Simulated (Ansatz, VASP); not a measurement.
## One calculation of WS2, two programs

INCAR

```
PREC     = Accurate       # precision mode
ENCUT    = 520            # plane-wave cutoff, eV
EDIFF    = 1E-7           # SCF threshold, eV
ISMEAR   = 0              # smearing method
SIGMA    = 0.05           # smearing width, eV
LREAL    = F              # projectors in reciprocal space
LASPH    = T              # aspherical terms in the spheres
NELM     = 80             # most SCF steps
ALGO     = Normal         # electronic algorithm
ISIF     = 2              # what is computed and relaxed
LWAVE    = F              # write WAVECAR
LCHARG   = F              # write CHGCAR
GGA      = PE             # functional
IVDW     = 12             # dispersion correction
NBANDS   = 35             # bands
```

KPOINTS

```
Automatic mesh
0
Gamma
  12 12 4
```

Contents of POSCAR:

```
WS2
1.0
    2.9018696885      0.0000000000      0.0000000000
   -1.4509348443      2.5130928687      0.0000000000
    0.0000000000      0.0000000000     13.1111018652
W S
2 4
Direct
    0.3333333333      0.6666666667      0.2500000000
    0.6666666667      0.3333333333      0.7500000000
    0.3333333333      0.6666666667      0.6202874207
    0.6666666667      0.3333333333      0.1202874207
    0.3333333333      0.6666666667      0.8797125793
    0.6666666667      0.3333333333      0.3797125793
```

Input for Ansatz:

```yaml
crystal:
  lattice:
    - [2.9018696885, 0.0, 0.0]
    - [-1.4509348443, 2.5130928687, 0.0]
    - [0.0, 0.0, 13.1111018652]
  atoms:
    - { symbol: W, position: [0.3333333333, 0.6666666667, 0.25] }
    - { symbol: W, position: [0.6666666667, 0.3333333333, 0.75] }
    - { symbol: S, position: [0.3333333333, 0.6666666667, 0.6202874207] }
    - { symbol: S, position: [0.6666666667, 0.3333333333, 0.1202874207] }
    - { symbol: S, position: [0.3333333333, 0.6666666667, 0.8797125793] }
    - { symbol: S, position: [0.6666666667, 0.3333333333, 0.3797125793] }
basis:
  ecutwfc: 420
kpoints:
  mp_grid: { grid: [12, 12, 4] }
hamiltonian:
  xc: pbe
  dispersion: d3bj
scf:
  occupations: { method: gaussian, width: 0.05 }
output:
  forces: true
  stress: true
  eigenvalues: true
```

Change from the starting cell: strain -0.080 along x and y, +0.080 along z, atoms carried along.

Alike in both runs: task single point; functional PBE; dispersion D3(BJ); k mesh 12 × 12 × 4; occupations gaussian, width 0.05 eV; no spin polarisation.

```csv
,VASP,Ansatz
version,VASP 6.6.1,Ansatz 0.2.0
potentials or method,"VASP PAW PBE potentials, release 64 (W_sv, S), cutoff 520 eV","scalar-relativistic, plane waves, PAW"
valence electrons in the cell,52,52
```

```tsv
	VASP	Ansatz	Ansatz less VASP
gap on the k mesh at the Fermi level (eV)	0.87	0.87	-0.001
least direct gap on the mesh (eV)	1.51	1.50	-0.006
pressure (GPa)	17.2	17.1	-0.05
traceless stress, the component that is largest in VASP (GPa)	-24.89	-24.81	+0.084
rms of the force components (eV/Å)	0.219	0.221	+0.0019
```

Atom by atom the forces differ by 0.002 eV/Å (rms over components).

Neither program's run includes spin-orbit coupling.
